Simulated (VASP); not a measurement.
**Ti: single point with LDA**

Crystal: Ti.

```
Ti
1.0
    -2.29603    2.29603    1.33129
     2.29603   -2.29603    1.33129
     2.29603    2.29603   -1.33129
Ti
2
Direct
  0.62500 0.87500 0.75000
  0.37500 0.12500 0.25000
```

```json
{
 "Program": "VASP 6.6.1",
 "Task": "single point",
 "Functional": "LDA",
 "Potentials or basis": "VASP PAW LDA potentials, release 64 (Ti_sv)",
 "Cutoff": "520 eV",
 "k mesh": "17 × 17 × 17",
 "Occupations": "fermi-dirac, width 0.05 eV",
 "Spin": "no spin polarisation"
}
```

```json
{
  "Pressure": "17.2 GPa",
  "Band gap on the k mesh": "zero (band 12 reaches 10.57 eV, above the bottom of band 13 at 9.43 eV)"
}
```

Stress tensor (GPa, compression positive):
```
17.33  0.00  0.00
 0.00 17.33  0.00
 0.00  0.00 16.89
```

Levels at points of the mesh, in eV from the Fermi level:
```tsv
k point	band 9	band 10	band 11	band 12	band 13	band 14	band 15	band 16
(0.00, 0.00, 0.00)	-5.94	-3.56	-1.15	-0.49	0.40	2.83	2.83	2.91
```

It took 2.4 min on 1 thread of AMD EPYC 9R45 96-Core Processor (Zen 5), on a shared host, peak memory 0.25 GiB.
